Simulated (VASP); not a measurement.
# Os (Fm-3m) in VASP: further runs

The runs below take Os through single point, relaxation of cell and atoms, with PBEsol.

All numbers are computed with VASP 6.6.1; they aren't measurements. Logs are shortened: lines on timing, memory, paths and dates and some standing lists are left out, and cuts for length are marked.

### Step 1. The cell of the first run

The structure is cubic, space group Fm-3m (No. 225). Conventional cell: a = 3.821 Å, b = 3.821 Å, c = 3.821 Å, α = 90.00°, β = 90.00°, γ = 90.00°. Within 3.6 Å of Os (site symmetry m-3m) lie 12 Os at 2.70 Å.

This isn't the form of Os at room conditions, which is hcp.

### Step 2. Single point, PBEsol

INCAR

```
SYSTEM = Os
PREC = Accurate ; ENCUT = 600
EDIFF = 1E-6 ; ISMEAR = -1
SIGMA = 0.05 ; LREAL = .False.
LASPH = .True. ; NELM = 120
ALGO = Normal ; ISIF = 2
LWAVE = .False. ; LCHARG = .False.
GGA = PS ; NBANDS = 10
GGA_COMPAT = .False.
```

KPOINTS

```
regular mesh
0
Gamma
  11 11 11
  0 0 0
```

POSCAR

```
Os
1.0
    0.0000000000      1.9105819443      1.9105819443
    1.9105819443      0.0000000000      1.9105819443
    1.9105819443      1.9105819443      0.0000000000
Os
1
Direct
    0.0000000000      0.0000000000      0.0000000000
```

Potentials or basis: VASP PAW PBE potentials, release 64 (Os).

Launch:

```sh
$ cat potpaw_PBE.64/Os/POTCAR > POTCAR
$ mpirun -np 1 vasp_std > vasp.out
```

OUTCAR:

```text
SYSTEM = Os
   PREC = Accurate
   ENCUT = 600
   EDIFF = 1E-6
   ISMEAR = -1
   LREAL = .False.
   LASPH = .True.
   NELM = 120
   ISIF = 2
   GGA = PS

 ion  position               nearest neighbor table
   1  0.000  0.000  0.000-

  LATTYP: Found a face centered cubic cell.
 ALAT       =     3.8211638886

  Lattice vectors:

 A1 = (   0.0000000000,   1.9105819443,   1.9105819443)
 A2 = (   1.9105819443,   0.0000000000,   1.9105819443)
 A3 = (   1.9105819443,   1.9105819443,   0.0000000000)

Analysis of symmetry for initial positions (statically):
=====================================================================
 Subroutine PRICEL returns:
 Original cell was already a primitive cell.

 Routine SETGRP: Setting up the symmetry group for a
 face centered cubic supercell.

 Subroutine GETGRP returns: Found 48 space group operations
 (whereof 48 operations were pure point group operations)
 out of a pool of 48 trial point group operations.

The static configuration has the point symmetry O_h .

Analysis of symmetry for dynamics (positions and initial velocities):
=====================================================================
 Subroutine PRICEL returns:
 Original cell was already a primitive cell.

 Routine SETGRP: Setting up the symmetry group for a
 face centered cubic supercell.

 Subroutine GETGRP returns: Found 48 space group operations
 (whereof 48 operations were pure point group operations)
 out of a pool of 48 trial point group operations.

The dynamic configuration has the point symmetry O_h .

 Subroutine INISYM returns: Found 48 space group operations
 (whereof 48 operations are pure point group operations),
 and found     1 'primitive' translations

----------------------------------------------------------------------------------------

                                     Primitive cell

  volume of cell :      13.9485

  direct lattice vectors                    reciprocal lattice vectors
     0.000000000  1.910581944  1.910581944    -0.261700369  0.261700369  0.261700369
     1.910581944  0.000000000  1.910581944     0.261700369 -0.261700369  0.261700369
     1.910581944  1.910581944  0.000000000     0.261700369  0.261700369 -0.261700369

  length of vectors
     2.701970898  2.701970898  2.701970898     0.453278336  0.453278336  0.453278336

  position of ions in fractional coordinates (direct lattice)
     0.000000000  0.000000000  0.000000000

  ion indices of the primitive-cell ions
   primitive index   ion index
                 1           1

----------------------------------------------------------------------------------------

 KPOINTS: regular mesh

Automatic generation of k-mesh.
 Grid dimensions read from file:
 generate k-points for:   11   11   11

 Generating k-lattice:

  Cartesian coordinates                     Fractional coordinates (reciprocal lattice)
    -0.023790943  0.023790943  0.023790943     0.090909091  0.000000000  0.000000000
     0.023790943 -0.023790943  0.023790943     0.000000000  0.090909091  0.000000000
     0.023790943  0.023790943 -0.023790943     0.000000000  0.000000000  0.090909091

  Length of vectors
     0.041207121  0.041207121  0.041207121

  Shift w.r.t. Gamma in fractional coordinates (k-lattice)
     0.000000000  0.000000000  0.000000000

 Subroutine IBZKPT returns following result:
 ===========================================

 Found     56 irreducible k-points:

 Following reciprocal coordinates:
            Coordinates               Weight
  0.000000  0.000000  0.000000      1.000000
  0.090909  0.000000  0.000000      8.000000
  0.181818  0.000000  0.000000      8.000000
  0.272727  0.000000  0.000000      8.000000
  0.363636  0.000000  0.000000      8.000000
  0.454545  0.000000  0.000000      8.000000
[... 16 lines left out ...]
 -0.272727  0.181818  0.000000     24.000000
 -0.181818  0.181818  0.000000     12.000000
 [... further k-points ...]
   k-points           NKPTS =     56   k-points in BZ     NKDIM =     56   number of bands    NBANDS=     10
   number of dos      NEDOS =    301   number of ions     NIONS =      1
   total plane-waves  NPLWV =  13824
   dimension x,y,z NGX =    24 NGY =   24 NGZ =   24
   dimension x,y,z NGXF=    48 NGYF=   48 NGZF=   48
   ions per type =               1
   NGX,Y,Z   is equivalent  to a cutoff of  14.77, 14.77, 14.77 a.u.
   NGXF,Y,Z  is equivalent  to a cutoff of  29.53, 29.53, 29.53 a.u.
 SYSTEM =  Os
   PREC   = accura    normal or accurate (medium, high low for compatibility)
   ISTART =      0    job   : 0-new  1-cont  2-samecut
   ICHARG =      2    charge: 1-file 2-atom 10-const
   ISPIN  =      1    spin polarized calculation?
   LNONCOLLINEAR =      F non collinear calculations
   LSORBIT =      F    spin-orbit coupling
   LASPH  =      T    aspherical Exc in radial PAW
   ENCUT  =  600.0 eV  44.10 Ry    6.64 a.u.   5.40  5.40  5.40*2*pi/ulx,y,z
   NELM   =    120;   NELMIN=  2; NELMDL= -5     # of ELM steps
   EDIFF  = 0.1E-05   stopping-criterion for ELM
   LREAL  =      F    real-space projection
   EDIFFG = 0.1E-04   stopping-criterion for IOM
   NSW    =      0    number of steps for IOM
   IBRION =     -1    ionic relax: 0-MD 1-quasi-New 2-CG
   NFREE  =      0    steps in history (QN), initial steepest desc. (CG)
   ISIF   =      2    stress and relaxation
   ISYM   =      2    0-nonsym 1-usesym 2-fastsym
   POTIM  = 0.5000    time-step for ionic-motion
   TEBEG  =    0.0;   TEEND  =   0.0 temperature during run
   PSTRESS=    0.0 pullay stress
   NELECT =       8.0000    total number of electrons
   NUPDOWN=      -1.0000    fix difference up-down
   EMIN   =  10.00;   EMAX   =-10.00  energy-range for DOS
   EFERMI =   0.00;   METHOD = LEGACY
   ISMEAR =    -1;   SIGMA  =   0.05  broadening in eV -4-tet -1-fermi 0-gaus
   EFERMI_NEDOS =   21; number of points for ismear=-14 and -15
   IALGO  =     38    algorithm
   IMIX   =      4    mixing-type and parameters
     AMIX     =   0.40;   BMIX     =  1.00
     AMIX_MAG =   1.60;   BMIX_MAG =  1.00
  volume/ion in A,a.u.               =      13.95        94.13
  Fermi-wavevector in a.u.,A,eV,Ry     =   1.360178  2.570364 25.171933  1.850085
  Thomas-Fermi vector in A             =   2.486863
   LORBIT       =      0    0 simple, 1 ext, 2 COOP (PROOUT), +10 PAW based schemes
   GGA     = PS    functional components
   LHFCALC =     F    Hartree Fock is set to
   AEXX    =    0.0000 exact exchange contribution
   IVDW    =     0    specifies the selected vdW correction
   LEPSILON=     F    determine dielectric tensor
   LRPA    =     F    only Hartree local field effects (RPA)
 non-spin polarized calculation
  energy-cutoff  :      600.00
  volume of cell :       13.95
 maximum number of plane-waves:       487
 NGX is ok and might be reduce to    24
   NGX = 11   NGY = 11   NGZ = 11

 number of electron       8.0000000 magnetization

 Free energy of the ion-electron system (eV)
  ---------------------------------------------------
  ext. energy  EPLUGINS =         0.00000000
  ---------------------------------------------------
  free energy    TOTEN  =       -12.10116445 eV

  energy without entropy =      -12.09383441  energy(sigma->0) =      -12.09749943

 E-fermi :   9.1024     XC(G=0): -14.1698

 val. band max:        9.0886866260   @ k =   0.1818   0.0000   0.0000
 cond. band min:       9.1601054607   @ k =   0.0909   0.0000   0.0000
 fundamental gap:      0.0714188347
 Fermi energy:         9.1024473065

 k-point     1 :       0.0000    0.0000    0.0000
  band No.  band energies     occupation
      1      -1.6715      2.00000
      2       6.2019      2.00000
      3       6.2019      2.00000
      4       6.2019      2.00000
      5       9.2787      0.05723
      6       9.2787      0.05723
      7      23.5098      0.00000
      8      29.3150      0.00000
      9      29.3150      0.00000
     10      29.3150      0.00000

 k-point     2 :       0.0909    0.0000    0.0000
  band No.  band energies     occupation
      1      -1.2870      2.00000
      2       5.9761      2.00000
      3       6.3722      2.00000
      4       6.3722      2.00000
      5       9.1601      0.47982
      6       9.1601      0.47982
      7      24.2172      0.00000
      8      27.6525      0.00000
      9      30.0012      0.00000
     10      30.0012      0.00000

 k-point     3 :       0.1818    0.0000    0.0000
  band No.  band energies     occupation
      1      -0.2623      2.00000
      2       5.5596      2.00000
      3       6.6769      2.00000
      4       6.6769      2.00000
      5       9.0887      1.13675
      6       9.0887      1.13674
      7      24.9398      0.00000
      8      26.2281      0.00000
      9      31.9089      0.00000
     10      31.9089      0.00000

 k-point     4 :       0.2727    0.0000    0.0000
  band No.  band energies     occupation
      1       0.8950      2.00000
      2       5.6496      2.00000
      3       6.6243      2.00000
      4       6.6243      2.00000
      5       9.6673      0.00002
      6       9.6673      0.00002
      7      22.8817      0.00000
      8      26.7230      0.00000
      9      34.0637      0.00000
     10      34.3657      0.00000

 k-point     5 :       0.3636    0.0000    0.0000
  band No.  band energies     occupation
      1       1.4275      2.00000
      2       6.3019      2.00000
      3       6.3019      2.00000
      4       6.9475      2.00000
      5      10.7428      0.00000
      6      10.7428      0.00000
      7      20.7299      0.00000
      8      24.6014      0.00000
      9      31.9222      0.00000
     10      31.9222      0.00000

 k-point     6 :       0.4545    0.0000    0.0000
  band No.  band energies     occupation
      1       1.4726      2.00000
      2       6.0693      2.00000
      3       6.0693      2.00000
      4       8.6578      1.99973
      5      11.5924      0.00000
      6      11.5924      0.00000
      7      18.6505      0.00000
      8      23.1865      0.00000
      9      29.9247      0.00000
     10      29.9247      0.00000

 k-point     7 :       0.0909    0.0909    0.0000
  band No.  band energies     occupation
      1      -1.1573      2.00000
      2       5.7728      2.00000
      3       6.5106      2.00000
      4       6.5106      2.00000
      5       8.7659      1.99762
      6       9.4429      0.00221
      7      24.4720      0.00000
      8      28.1775      0.00000
      9      29.5902      0.00000
     10      29.5902      0.00000

 k-point     8 :       0.1818    0.0909    0.0000
  band No.  band energies     occupation
      1      -0.3318      2.00000
      2       5.3234      2.00000
      3       6.8268      2.00000
      4       6.8740      2.00000
      5       8.3853      2.00000
      6       9.5897      0.00012
      7      25.8026      0.00000
      8      26.4833      0.00000
      9      30.3771      0.00000
     10      31.1143      0.00000

 k-point     9 :       0.2727    0.0909    0.0000
  band No.  band energies     occupation
      1       0.8622      2.00000
      2       5.0985      2.00000
      3       6.6309      2.00000
      4       7.0037      2.00000
      5       8.9339      1.93357
      6      10.0786      0.00000
      7      24.0829      0.00000
      8      27.3172      0.00000
      9      31.6227      0.00000
     10      32.1628      0.00000
[... 118 lines left out ...]
 k-point    19 :       0.3636    0.1818    0.0000
  band No.  band energies     occupation
      1       2.1681      2.00000
      2       4.3862      2.00000
      3       6.0088      2.00000
      4       7.7652      2.00000
      5      10.4446      0.00000
      6      11.1908      0.00000
      7      23.1760      0.00000
      8      27.1060      0.00000
      9      28.7119      0.00000
     10      31.2791      0.00000

 k-point    20 :       0.4545    0.1818    0.0000
  band No.  band energies     occupation
      1       2.4814      2.00000
      2       4.9205      2.00000
      3       6.0213      2.00000
      4       7.4357      2.00000
      5      11.8295      0.00000
      6      12.7634      0.00000
      7      19.7356      0.00000
      8      25.7361      0.00000
      9      28.0583      0.00000
     10      30.3899      0.00000

 k-point    21 :      -0.4545    0.1818    0.0000
  band No.  band energies     occupation
      1       2.5914      2.00000
      2       4.9202      2.00000
      3       6.8013      2.00000
      4       7.1764      2.00000
      5      11.5739      0.00000
      6      14.7194      0.00000
      7      17.5812      0.00000
      8      25.2259      0.00000
      9      28.3169      0.00000
     10      28.7707      0.00000

 k-point    22 :      -0.3636    0.1818    0.0000
  band No.  band energies     occupation
      1       2.7326      2.00000
      2       5.1266      2.00000
      3       6.4294      2.00000
      4       7.1323      2.00000
      5      10.4634      0.00000
      6      14.1313      0.00000
      7      19.3574      0.00000
      8      25.4779      0.00000
      9      27.1336      0.00000
     10      31.1401      0.00000

 k-point    23 :      -0.2727    0.1818    0.0000
  band No.  band energies     occupation
      1       2.6497      2.00000
      2       5.1805      2.00000
      3       5.6745      2.00000
      4       7.3515      2.00000
      5       9.0561      1.43310
      6      12.9080      0.00000
      7      22.1773      0.00000
      8      26.5145      0.00000
      9      27.5660      0.00000
     10      32.3332      0.00000

 k-point    24 :      -0.1818    0.1818    0.0000
  band No.  band energies     occupation
      1       1.6840      2.00000
      2       4.8431      2.00000
      3       6.3057      2.00000
      4       7.8149      2.00000
      5       7.8152      2.00000
      6      11.3678      0.00000
      7      24.1860      0.00000
      8      28.0132      0.00000
      9      29.3971      0.00000
     10      29.9246      0.00000

 [... further k-points ...]
[... 5 lines left out ...]
  --------------------------------------------------------------------------------------
  -------------------------------------------------------------------------------------
  Total        0.0585833      0.0585833      0.0585833     -0.0000000     -0.0000000      0.0000000
  in kB        6.7291116      6.7291116      6.7291116     -0.0000000     -0.0000000      0.0000000
  external PRESSURE =       6.7291116 kB  Pullay stress =       0.0000000 kB

 VOLUME and BASIS-vectors are now :
 -----------------------------------------------------------------------------
  energy-cutoff  :      600.00
  volume of cell :       13.95
      direct lattice vectors                 reciprocal lattice vectors
     0.000000000  1.910581944  1.910581944    -0.261700369  0.261700369  0.261700369
     1.910581944  0.000000000  1.910581944     0.261700369 -0.261700369  0.261700369
     1.910581944  1.910581944  0.000000000     0.261700369  0.261700369 -0.261700369

 POSITION                                       TOTAL-FORCE (eV/Angst)
 -----------------------------------------------------------------------------------
      0.00000      0.00000      0.00000         0.000000      0.000000      0.000000
 -----------------------------------------------------------------------------------
    total drift:                               -0.000000      0.000000      0.000000

  FREE ENERGIE OF THE ION-ELECTRON SYSTEM (eV)
  ---------------------------------------------------
  free  energy   TOTEN  =       -12.1011644499 eV

  energy  without entropy=      -12.0938344083  energy(sigma->0) =      -12.09749943
```

Run time: 8.5 s. Hardware: 1 thread of AMD EPYC 7R13 (Zen 3), shared host; peak memory 0.11 GiB.

Results:

```
Free energy            : -12.1012 eV
Pressure               : 0.7 GPa
Band gap on the k mesh : zero (bands 4 and 5 overlap by 4.01 eV)
```

Levels at points of the mesh, in eV from the Fermi level:
```csv
k point,band 2,band 3,band 4,band 5,band 6,band 7
"(0.00, 0.00, 0.00)",-2.90,-2.90,-2.90,0.18,0.18,14.41
```

Caveat: the PAW data sets were made with another functional, which shifts forces and pressure a little; spin-orbit coupling is left out, which moves the levels of the heavy elements.

(Continued in part 2 of 2.)
